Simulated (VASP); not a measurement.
# PbI2 (P-3m1) in VASP: further runs, part 2 of 2

VASP 6.6.1. Earlier steps stand in the parts before.

### 3 Relaxation of cell and atoms, LDA

This run uses another cell than the first one, of 41.79 Å³/atom, 1.068 times its volume.

INCAR reads:

```
SYSTEM = PbI2
PREC = Accurate ; ENCUT = 500
EDIFF = 1E-7 ; ISMEAR = -1
SIGMA = 0.02 ; LREAL = .FALSE.
LASPH = .TRUE. ; NELM = 120
ALGO = Normal ; ISIF = 3
LWAVE = .FALSE. ; LCHARG = .FALSE.
IBRION = 2 ; NSW = 70
EDIFFG = -0.005 ; GGA_COMPAT = .FALSE.
NELMIN = 4
```

KPOINTS reads:

```
regular mesh
0
G
  7 7 4
  0 0 0
```

POSCAR reads:

```
PbI2
1.0
    4.5550000000      0.0000000000      0.0000000000
   -2.2775000000      3.9447457142      0.0000000000
    0.0000000000      0.0000000000      6.9770000000
Pb I
1 2
Direct
    0.0000000000      0.0000000000      0.0000000000
    0.3333333333      0.6666666667      0.2650000000
    0.6666666667      0.3333333333      0.7350000000
```

Potentials or basis: VASP PAW LDA potentials, release 64 (Pb_d, I).

Started as:

```sh
> cat potpaw_LDA.64/Pb_d/POTCAR potpaw_LDA.64/I/POTCAR > POTCAR
> mpirun -np 1 vasp_std > vasp.out
```

OUTCAR:

```text
SYSTEM = PbI2
   PREC = Accurate
   ENCUT = 500
   EDIFF = 1E-7
   ISMEAR = -1
   LREAL = .FALSE.
   LASPH = .TRUE.
   NELM = 120
   ISIF = 3
   IBRION = 2
   NSW = 70
   EDIFFG = -0.005
   NELMIN = 4

 ion  position               nearest neighbor table
   1  0.000  0.000  0.000-   2 3.21   3 3.21   2 3.21   3 3.21   3 3.21   2 3.21
   2  0.333  0.667  0.265-   1 3.21   1 3.21   1 3.21
   3  0.667  0.333  0.735-   1 3.21   1 3.21   1 3.21

  LATTYP: Found a hexagonal cell.
 ALAT       =     4.5550000000
 C/A-ratio  =     1.5317233809

  Lattice vectors:

 A1 = (   4.5550000000,   0.0000000000,   0.0000000000)
 A2 = (  -2.2775000000,   3.9447457142,   0.0000000000)
 A3 = (   0.0000000000,   0.0000000000,   6.9770000000)
[... 370 lines left out ...]
  ---------------------------------------------------
  free energy    TOTEN  =       -10.05066377 eV

  energy without entropy =      -10.05066377  energy(sigma->0) =      -10.05066377

 E-fermi :   3.7469     XC(G=0):  -8.8043

 val. band max:        3.3091374178   @ k =   0.0000   0.0000   0.5000
 cond. band min:       5.2006317356   @ k =   0.0000   0.0000   0.5000
 fundamental gap:      1.8914943178
 Fermi energy:         3.7468982663

 k-point     1 :       0.0000    0.0000    0.0000
  band No.  band energies     occupation
      1     -12.9529      2.00000
      2     -12.9529      2.00000
      3     -12.9271      2.00000
      4     -12.9198      2.00000
      5     -12.9198      2.00000
      6      -9.3792      2.00000
[... 481 lines left out ...]
      5     -12.9064      2.00000
      6      -8.5584      2.00000
[... 10 lines left out ...]
     17       7.2486      0.00000
     18       8.7578      0.00000

 [... further k-points ...]

------------------------ aborting loop because EDIFF is reached ----------------------------------------

  FORCE on cell =-STRESS in cart. coord.  units (eV):
  Direction    XX          YY          ZZ          XY          YZ          ZX
  --------------------------------------------------------------------------------------
  -------------------------------------------------------------------------------------
  Total       -0.0140242     -0.0140242     -0.0045791      0.0000000     -0.0000000      0.0000000
  in kB       -0.1912327     -0.1912327     -0.0624407      0.0000000     -0.0000000      0.0000000
  external PRESSURE =      -0.1483020 kB  Pullay stress =       0.0000000 kB
[... 18 lines left out ...]
  FREE ENERGIE OF THE ION-ELECTRON SYSTEM (eV)
  ---------------------------------------------------
  free  energy   TOTEN  =       -10.0506637706 eV

  energy  without entropy=      -10.0506637706  energy(sigma->0) =      -10.05066377

 reached required accuracy - stopping structural energy minimisation
```

CONTCAR:

```text
PbI2
   1.00000000000000
     4.4737007200439241    0.0000000000000001   -0.0000000000000000
    -2.2368503600219620    3.8743384724507135    0.0000000000000000
    -0.0000000000000000   -0.0000000000000000    6.7789202295502315
  Pb              I
     1     2
Direct
     0.0000000000000000    0.0000000000000000    0.0000000000000000
     0.3333333332999970    0.6666666667000030    0.2749815841143161
     0.6666666667000030    0.3333333332999970    0.7250184158856838

  0.00000000E+00  0.00000000E+00  0.00000000E+00
  0.00000000E+00  0.00000000E+00  0.00000000E+00
  0.00000000E+00  0.00000000E+00  0.00000000E+00
```

It took 3.4 min on 1 thread of Intel Xeon 6975P-C (Granite Rapids), shared host; peak memory 0.25 GiB.

Results:

```
Free energy                            : -10.0507 eV
Relaxed volume                         : 39.17 Å³/atom
Relaxed cell                           : a = 4.474 Å, b = 4.474 Å, c = 6.779 Å, α = 90.00°, β = 90.00°, γ = 120.00°
Space group after relaxing (to 0.05 Å) : P-3m1 (No. 164)
Energy gained by relaxing              : 7.7 meV/atom
Ionic steps                            : 14
Pressure after relaxing                : 0.0 GPa
Band gap on the k mesh                 : 1.89 eV, direct
```

Forces on the atoms (eV/Å):
```
Pb   0.000  0.000  0.000
I    0.000  0.000 -0.002
I    0.000  0.000  0.002
```

The path:
```csv
step,energy change (eV),largest force (eV/Å),pressure (GPa),volume (Å³)
1,0.0000,0.0578,-1.01,125.36
2,-0.0133,0.1512,0.13,120.65
3,-0.0136,0.1243,-0.02,121.22
4,-0.0150,0.1145,-0.02,120.89
5,-0.0185,0.0841,-0.01,119.92
6,-0.0216,0.0171,0.02,117.98
7,-0.0224,0.0008,-0.06,118.01
8,-0.0227,0.0224,-0.15,118.06
9,-0.0230,0.0075,-0.04,117.59
10,-0.0230,0.0048,-0.02,117.51
11,-0.0230,0.0051,-0.02,117.52
12,-0.0230,0.0064,-0.03,117.56
13,-0.0230,0.0055,-0.03,117.53
14,-0.0230,0.0025,-0.01,117.50
```

Final structure:
```yaml
crystal:
  lattice:
    - [4.47370, 0.00000, 0.00000]
    - [-2.23685, 3.87434, 0.00000]
    - [0.00000, 0.00000, 6.77892]
  atoms:
    - { symbol: Pb, position: [0.00000, 0.00000, 0.00000] }
    - { symbol: I, position: [0.33333, 0.66667, 0.27498] }
    - { symbol: I, position: [0.66667, 0.33333, 0.72502] }
```

Caveat: spin-orbit coupling is left out, which moves the levels of the heavy elements. LDA gaps usually lie below the measured ones, often by a third to a half.
